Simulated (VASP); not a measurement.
# IrO2 (P4_2/mnm) in VASP: single point with PBE

Aim: the single point of IrO2 with PBE.

Program: VASP 6.6.1. These are calculated values, not measurements. Logs are shortened: lines on timing, memory, paths and dates and some standing lists are left out, and cuts for length are marked.

## Step 1: The cell of the first run

Symmetry: P4_2/mnm, No. 136, tetragonal system. The conventional cell has a = 4.528 Å, b = 4.528 Å, c = 3.180 Å, α = 90.00°, β = 90.00°, γ = 90.00°. Within 2.6 Å of Ir (site symmetry mmm) lie 6 O at 1.98 to 2.01 Å. O (site symmetry m2m) has 3 Ir at 1.98 to 2.01 Å and 1 O at 2.45 Å within 2.6 Å.

## Step 2: Single point, PBE

File INCAR:

```
SYSTEM = IrO2
PREC = Accurate
ENCUT = 600
EDIFF = 1E-6
ISMEAR = 1
SIGMA = 0.1
LREAL = Auto
LASPH = .True.
NELM = 120
ALGO = Normal
ISIF = 2
LWAVE = .False.
LCHARG = .False.
GGA = PE
NBANDS = 150
GGA_COMPAT = .False.
```

File KPOINTS:

```
Automatic mesh
0
Gamma
  2 2 2
  0 0 0
```

File POSCAR:

```
IrO2
1.0
    4.5284677877      4.5284677877      0.0000000000
   -4.5284677877      4.5284677877      0.0000000000
    0.0000000000      0.0000000000      9.5413938447
Ir O
12 24
Direct
    0.0000000000      0.5000000000      0.1666666667
    0.5000000000      0.0000000000      0.1666666667
    0.0000000000      0.0000000000      0.0000000000
    0.5000000000      0.5000000000      0.0000000000
    0.0000000000      0.5000000000      0.5000000000
    0.5000000000      0.0000000000      0.5000000000
    0.0000000000      0.0000000000      0.3333333333
    0.5000000000      0.5000000000      0.3333333333
    0.0000000000      0.5000000000      0.8333333333
    0.5000000000      0.0000000000      0.8333333333
    0.0000000000      0.0000000000      0.6666666667
    0.5000000000      0.5000000000      0.6666666667
    0.1914750575      0.5000000000      0.0000000000
    0.6914750575      0.0000000000      0.0000000000
    0.0000000000      0.1914750575      0.1666666667
    0.5000000000      0.6914750575      0.1666666667
    0.3085249425      0.0000000000      0.0000000000
    0.8085249425      0.5000000000      0.0000000000
    0.0000000000      0.8085249425      0.1666666667
    0.5000000000      0.3085249425      0.1666666667
    0.1914750575      0.5000000000      0.3333333333
    0.6914750575      0.0000000000      0.3333333333
    0.0000000000      0.1914750575      0.5000000000
    0.5000000000      0.6914750575      0.5000000000
    0.3085249425      0.0000000000      0.3333333333
    0.8085249425      0.5000000000      0.3333333333
    0.0000000000      0.8085249425      0.5000000000
    0.5000000000      0.3085249425      0.5000000000
    0.1914750575      0.5000000000      0.6666666667
    0.6914750575      0.0000000000      0.6666666667
    0.0000000000      0.1914750575      0.8333333333
    0.5000000000      0.6914750575      0.8333333333
    0.3085249425      0.0000000000      0.6666666667
    0.8085249425      0.5000000000      0.6666666667
    0.0000000000      0.8085249425      0.8333333333
    0.5000000000      0.3085249425      0.8333333333
```

Potentials or basis: VASP PAW PBE potentials, release 64 (Ir, O).

Started as:

```bash
cat potpaw_PBE.64/Ir/POTCAR potpaw_PBE.64/O/POTCAR > POTCAR
mpirun -np 1 vasp_std > vasp.out
```

OUTCAR:

```text
SYSTEM = IrO2
   PREC = Accurate
   ENCUT = 600
   EDIFF = 1E-6
   ISMEAR = 1
   LREAL = Auto
   LASPH = .True.
   NELM = 120
   ISIF = 2
   GGA = PE

 ion  position               nearest neighbor table
   1  0.000  0.500  0.167-  15 1.98  19 1.98  21 2.01  26 2.01  18 2.01  13 2.01   5 3.18   9 3.18

   2  0.500  0.000  0.167-  16 1.98  20 1.98  22 2.01  25 2.01  17 2.01  14 2.01   6 3.18  10 3.18

   3  0.000  0.000  0.000-  14 1.98  17 1.98  15 2.01  19 2.01  31 2.01  35 2.01   7 3.18  11 3.18

   4  0.500  0.500  0.000-  13 1.98  18 1.98  16 2.01  20 2.01  32 2.01  36 2.01   8 3.18  12 3.18

   5  0.000  0.500  0.500-  23 1.98  27 1.98  26 2.01  21 2.01  29 2.01  34 2.01   1 3.18   9 3.18

   6  0.500  0.000  0.500-  24 1.98  28 1.98  25 2.01  22 2.01  30 2.01  33 2.01   2 3.18  10 3.18

   7  0.000  0.000  0.333-  22 1.98  25 1.98  15 2.01  19 2.01  23 2.01  27 2.01   3 3.18  11 3.18

   8  0.500  0.500  0.333-  21 1.98  26 1.98  16 2.01  20 2.01  24 2.01  28 2.01   4 3.18  12 3.18

   9  0.000  0.500  0.833-  31 1.98  35 1.98  34 2.01  29 2.01  13 2.01  18 2.01   5 3.18   1 3.18

  10  0.500  0.000  0.833-  32 1.98  36 1.98  33 2.01  30 2.01  14 2.01  17 2.01   6 3.18   2 3.18
[... 6 lines left out ...]
  14  0.691  0.000  0.000-   3 1.98   2 2.01  10 2.01
  15  0.000  0.191  0.167-   1 1.98   7 2.01   3 2.01
  16  0.500  0.691  0.167-   2 1.98   8 2.01   4 2.01
  17  0.309  0.000  0.000-   3 1.98   2 2.01  10 2.01
  18  0.809  0.500  0.000-   4 1.98   1 2.01   9 2.01
[... 16 lines left out ...]
  35  0.000  0.809  0.833-   9 1.98  11 2.01   3 2.01
  36  0.500  0.309  0.833-  10 1.98  12 2.01   4 2.01

  LATTYP: Found a simple tetragonal cell.
 ALAT       =     6.4042205621
 C/A-ratio  =     1.4898602808

  Lattice vectors:

 A1 = (   4.5284677877,   4.5284677877,   0.0000000000)
 A2 = (  -4.5284677877,   4.5284677877,   0.0000000000)
 A3 = (   0.0000000000,   0.0000000000,   9.5413938447)

Analysis of symmetry for initial positions (statically):
=====================================================================
 Subroutine PRICEL returns following result:

  LATTYP: Found a simple tetragonal cell.
 ALAT       =     4.5284677877
 C/A-ratio  =     0.7023268716

  Lattice vectors:

 A1 = (   4.5284677877,   0.0000000000,   0.0000000000)
 A2 = (   0.0000000000,   4.5284677877,   0.0000000000)
 A3 = (   0.0000000000,   0.0000000000,   3.1804646146)

   6 primitive cells build up your supercell.

 Routine SETGRP: Setting up the symmetry group for a
 simple tetragonal supercell.

 Subroutine GETGRP returns: Found 16 space group operations
 (whereof  8 operations were pure point group operations)
 out of a pool of 16 trial point group operations.

The static configuration has the point symmetry D_2h.
 The point group associated with its full space group is D_4h.

Analysis of symmetry for dynamics (positions and initial velocities):
=====================================================================
 Subroutine PRICEL returns following result:

  LATTYP: Found a simple tetragonal cell.
 ALAT       =     4.5284677877
 C/A-ratio  =     0.7023268716

  Lattice vectors:

 A1 = (   4.5284677877,   0.0000000000,   0.0000000000)
 A2 = (   0.0000000000,   4.5284677877,   0.0000000000)
 A3 = (   0.0000000000,   0.0000000000,   3.1804646146)

   6 primitive cells build up your supercell.

 Routine SETGRP: Setting up the symmetry group for a
 simple tetragonal supercell.

 Subroutine GETGRP returns: Found 16 space group operations
 (whereof  8 operations were pure point group operations)
 out of a pool of 16 trial point group operations.

The dynamic configuration has the point symmetry D_2h.
 The point group associated with its full space group is D_4h.

 Subroutine INISYM returns: Found 16 space group operations
 (whereof  8 operations are pure point group operations),
 and found     6 'primitive' translations

----------------------------------------------------------------------------------------

                                     Primitive cell

  volume of cell :      65.2219

  direct lattice vectors                    reciprocal lattice vectors
     4.528467788  0.000000000  0.000000000     0.220825243  0.000000000  0.000000000
     0.000000000  4.528467788  0.000000000     0.000000000  0.220825243  0.000000000
     0.000000000  0.000000000  3.180464615     0.000000000  0.000000000  0.314419470

  length of vectors
     4.528467788  4.528467788  3.180464615     0.220825243  0.220825243  0.314419470

  position of ions in fractional coordinates (direct lattice)
     0.500000000  0.500000000  0.500000000
     0.000000000  0.000000000  1.000000000
     0.691475058  0.691475057  1.000000000
     0.808524943  0.191475057  0.500000000
     0.308524943  0.308524942  1.000000000
     0.191475058  0.808524942  0.500000000

  ion indices of the primitive-cell ions
   primitive index   ion index
                 1           1
                 2           7
                 3          21
                 4          15
                 5          26
                 6          19

----------------------------------------------------------------------------------------

 KPOINTS: Automatic mesh

Automatic generation of k-mesh.
 Grid dimensions read from file:
 generate k-points for:    2    2    2

 Generating k-lattice:

  Cartesian coordinates                     Fractional coordinates (reciprocal lattice)
     0.055206311  0.055206311  0.000000000     0.500000000  0.000000000  0.000000000
    -0.055206311  0.055206311  0.000000000     0.000000000  0.500000000  0.000000000
     0.000000000  0.000000000  0.052403245     0.000000000  0.000000000  0.500000000

  Length of vectors
     0.078073513  0.078073513  0.052403245

  Shift w.r.t. Gamma in fractional coordinates (k-lattice)
     0.000000000  0.000000000  0.000000000

 Subroutine IBZKPT returns following result:
 ===========================================

 Found      6 irreducible k-points:

 Following reciprocal coordinates:
            Coordinates               Weight
  0.000000  0.000000  0.000000      1.000000
  0.500000  0.000000  0.000000      2.000000
  0.500000  0.500000  0.000000      1.000000
  0.000000  0.000000  0.500000      1.000000
  0.500000  0.000000  0.500000      2.000000
  0.500000  0.500000  0.500000      1.000000
   k-points           NKPTS =      6   k-points in BZ     NKDIM =      6   number of bands    NBANDS=    150
   number of dos      NEDOS =    301   number of ions     NIONS =     36
   total plane-waves  NPLWV = 233280
   dimension x,y,z NGX =    54 NGY =   54 NGZ =   80
   dimension x,y,z NGXF=   108 NGYF=  108 NGZF=  160
   ions per type =              12  24
   NGX,Y,Z   is equivalent  to a cutoff of  14.02, 14.02, 13.94 a.u.
   NGXF,Y,Z  is equivalent  to a cutoff of  28.04, 28.04, 27.88 a.u.
 SYSTEM =  IrO2
   PREC   = accura    normal or accurate (medium, high low for compatibility)
   ISTART =      0    job   : 0-new  1-cont  2-samecut
   ICHARG =      2    charge: 1-file 2-atom 10-const
   ISPIN  =      1    spin polarized calculation?
   LNONCOLLINEAR =      F non collinear calculations
   LSORBIT =      F    spin-orbit coupling
   LASPH  =      T    aspherical Exc in radial PAW
   ENCUT  =  600.0 eV  44.10 Ry    6.64 a.u.  12.79 12.79 19.06*2*pi/ulx,y,z
   NELM   =    120;   NELMIN=  2; NELMDL= -5     # of ELM steps
   EDIFF  = 0.1E-05   stopping-criterion for ELM
   LREAL  =      T    real-space projection
   EDIFFG = 0.1E-04   stopping-criterion for IOM
   NSW    =      0    number of steps for IOM
   IBRION =     -1    ionic relax: 0-MD 1-quasi-New 2-CG
   NFREE  =      0    steps in history (QN), initial steepest desc. (CG)
   ISIF   =      2    stress and relaxation
   ISYM   =      2    0-nonsym 1-usesym 2-fastsym
   POTIM  = 0.5000    time-step for ionic-motion
   TEBEG  =    0.0;   TEEND  =   0.0 temperature during run
   PSTRESS=    0.0 pullay stress
   NELECT =     252.0000    total number of electrons
   NUPDOWN=      -1.0000    fix difference up-down
   EMIN   =  10.00;   EMAX   =-10.00  energy-range for DOS
   EFERMI =   0.00;   METHOD = LEGACY
   ISMEAR =     1;   SIGMA  =   0.10  broadening in eV -4-tet -1-fermi 0-gaus
   EFERMI_NEDOS =   21; number of points for ismear=-14 and -15
   IALGO  =     38    algorithm
   IMIX   =      4    mixing-type and parameters
     AMIX     =   0.40;   BMIX     =  1.00
     AMIX_MAG =   1.60;   BMIX_MAG =  1.00
  volume/ion in A,a.u.               =      10.87        73.36
  Fermi-wavevector in a.u.,A,eV,Ry     =   1.413710  2.671524 27.192263  1.998575
  Thomas-Fermi vector in A             =   2.535327
   LORBIT       =      0    0 simple, 1 ext, 2 COOP (PROOUT), +10 PAW based schemes
   GGA     = PE    functional components
   LHFCALC =     F    Hartree Fock is set to
   AEXX    =    0.0000 exact exchange contribution
   IVDW    =     0    specifies the selected vdW correction
   LEPSILON=     F    determine dielectric tensor
   LRPA    =     F    only Hartree local field effects (RPA)
 non-spin polarized calculation
 Methfessel and Paxton  Order N= 1 SIGMA  =   0.10
  energy-cutoff  :      600.00
  volume of cell :      391.33
 maximum number of plane-waves:     13112
 NGX is ok and might be reduce to    54
   NGX = 25   NGY = 25   NGZ = 39

 number of electron     252.0000024 magnetization

 Free energy of the ion-electron system (eV)
  ---------------------------------------------------
  ext. energy  EPLUGINS =         0.00000000
  ---------------------------------------------------
  free energy    TOTEN  =      -253.73528160 eV

  energy without entropy =     -253.73896873  energy(sigma->0) =     -253.73651064

 E-fermi :   5.7802     XC(G=0): -11.9008

 val. band max:        5.7271372846   @ k =   0.0000   0.0000   0.0000
 cond. band min:       5.8099043924   @ k =   0.0000   0.0000   0.5000
 fundamental gap:      0.0827671078
 Fermi energy:         5.7801961320

 k-point     1 :       0.0000    0.0000    0.0000
  band No.  band energies     occupation
      1     -15.1143      2.00000
      2     -14.4420      2.00000
      3     -14.4420      2.00000
      4     -14.2928      2.00000
      5     -14.2927      2.00000
      6     -13.9425      2.00000
[... 835 lines left out ...]
    137       8.4490      0.00000
    138       8.4490      0.00000
 [bands above 138 left out]

------------------------ aborting loop because EDIFF is reached ----------------------------------------

  FORCE on cell =-STRESS in cart. coord.  units (eV):
  Direction    XX          YY          ZZ          XY          YZ          ZX
  --------------------------------------------------------------------------------------
  -------------------------------------------------------------------------------------
  Total        4.2478575      4.2478575      5.1866820      0.0000000      0.0000000      0.0000000
  in kB       17.3914640     17.3914640     21.2351737      0.0000000      0.0000000      0.0000000
  external PRESSURE =      18.6727006 kB  Pullay stress =       0.0000000 kB

 VOLUME and BASIS-vectors are now :
 -----------------------------------------------------------------------------
  energy-cutoff  :      600.00
  volume of cell :      391.33
      direct lattice vectors                 reciprocal lattice vectors
     4.528467788  4.528467788  0.000000000     0.110412622  0.110412622  0.000000000
    -4.528467788  4.528467788  0.000000000    -0.110412622  0.110412622  0.000000000
     0.000000000  0.000000000  9.541393845     0.000000000  0.000000000  0.104806490

 POSITION                                       TOTAL-FORCE (eV/Angst)
 -----------------------------------------------------------------------------------
     -2.26423      2.26423      1.59023         0.000000     -0.000000     -0.000000
      2.26423      2.26423      1.59023         0.000000     -0.000000     -0.000000
      0.00000      0.00000      0.00000         0.000000     -0.000000      0.000000
      0.00000      4.52847      0.00000         0.000000     -0.000000      0.000000
     -2.26423      2.26423      4.77070         0.000000     -0.000000     -0.000000
      2.26423      2.26423      4.77070         0.000000     -0.000000     -0.000000
[... 28 lines left out ...]
     -3.66138      3.66138      7.95116         0.020395     -0.020395      0.000000
      0.86709      3.66138      7.95116         0.020395     -0.020395      0.000000
 -----------------------------------------------------------------------------------
    total drift:                               -0.000000      0.000000      0.000000

  FREE ENERGIE OF THE ION-ELECTRON SYSTEM (eV)
  ---------------------------------------------------
  free  energy   TOTEN  =      -253.7352816033 eV

  energy  without entropy=     -253.7389687273  energy(sigma->0) =     -253.73651064
```

Run time: 23 min. Hardware: 1 thread of Intel Xeon Platinum 8488C (Sapphire Rapids), shared host; peak memory 0.66 GiB.

What came out:

```yaml
Free_energy: -253.7353 eV
Pressure: 1.9 GPa
Largest_force: 0.029 eV/Å
Band_gap_on_the_k_mesh: zero (bands 126 and 127 overlap by 0.48 eV)
```

Forces on the atoms (eV/Å):
```
Ir   0.000  0.000  0.000
Ir   0.000  0.000  0.000
Ir   0.000  0.000  0.000
Ir   0.000  0.000  0.000
Ir   0.000  0.000  0.000
Ir   0.000  0.000  0.000
Ir   0.000  0.000  0.000
Ir   0.000  0.000  0.000
Ir   0.000  0.000  0.000
Ir   0.000  0.000  0.000
Ir   0.000  0.000  0.000
Ir   0.000  0.000  0.000
O    0.020  0.020  0.000
O    0.020  0.020  0.000
O   -0.020  0.020  0.000
O   -0.020  0.020  0.000
O   -0.020 -0.020  0.000
O   -0.020 -0.020  0.000
O    0.020 -0.020  0.000
O    0.020 -0.020  0.000
O    0.020  0.020  0.000
O    0.020  0.020  0.000
O   -0.020  0.020  0.000
O   -0.020  0.020  0.000
O   -0.020 -0.020  0.000
O   -0.020 -0.020  0.000
O    0.020 -0.020  0.000
O    0.020 -0.020  0.000
O    0.020  0.020  0.000
O    0.020  0.020  0.000
O   -0.020  0.020  0.000
O   -0.020  0.020  0.000
O   -0.020 -0.020  0.000
O   -0.020 -0.020  0.000
O    0.020 -0.020  0.000
O    0.020 -0.020  0.000
```

Levels at points of the mesh, in eV from the Fermi level:
```csv
k point,band 123,band 124,band 125,band 126,band 127,band 128,band 129,band 130
"(0.00, 0.00, 0.00)",-0.65,-0.05,-0.05,-0.05,-0.05,0.33,0.33,0.35
"(0.50, 0.00, 0.00)",-0.38,-0.38,-0.38,-0.38,0.49,0.49,0.49,0.49
"(0.50, 0.50, 0.00)",-0.15,-0.15,0.36,0.36,0.36,0.36,0.36,0.36
"(0.00, 0.00, 0.50)",-0.32,-0.32,0.03,0.03,0.03,0.03,0.40,0.40
"(0.50, 0.00, 0.50)",-0.46,-0.46,-0.21,-0.21,0.46,0.46,0.46,0.46
"(0.50, 0.50, 0.50)",-0.12,-0.12,-0.12,-0.12,-0.12,-0.12,0.65,0.65
```

Caveat: the k points lie up to 0.49 Å⁻¹ apart; spin-orbit coupling is left out, which moves the levels of the heavy elements.
